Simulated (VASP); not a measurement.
La: single point with PBEsol

La:

```xyz
2
Lattice="3.1227 0.0000 0.0000 -1.5614 2.7044 0.0000 0.0000 0.0000 5.3826" Properties=species:S:1:pos:R:3 pbc="T T T"
La    1.5614    0.9015    4.0370
La    0.0000    1.8029    1.3457
```

```
Program             : VASP 6.6.1
Task                : single point
Functional          : PBEsol
Potentials or basis : VASP PAW PBE potentials, release 64 (La)
Cutoff              : 520 eV
k mesh              : 8 × 8 × 5
Occupations         : fermi-dirac, width 0.05 eV
Spin                : no spin polarisation
```

```
Pressure               : 20.3 GPa
Band gap on the k mesh : zero (bands 11 and 12 overlap by 2.22 eV)
```

Levels at points of the mesh, in eV from the Fermi level:
```tsv
k point	band 8	band 9	band 10	band 11	band 12	band 13	band 14	band 15
(0.00, 0.00, 0.00)	-13.69	-1.98	-1.78	0.51	1.66	1.66	1.76	1.84
(0.50, 0.00, 0.00)	-14.49	-3.16	-2.37	-1.42	1.59	1.72	1.93	1.95
```

It took 13 s on 1 thread of Intel(R) Xeon(R) 6975P-C (Granite Rapids), with other jobs on the host, peak memory 0.18 GiB.

Caveat: the cell stands under pressure; the PAW data sets were made with another functional, which shifts forces and pressure a little; spin-orbit coupling is left out, which moves the levels of the heavy elements.
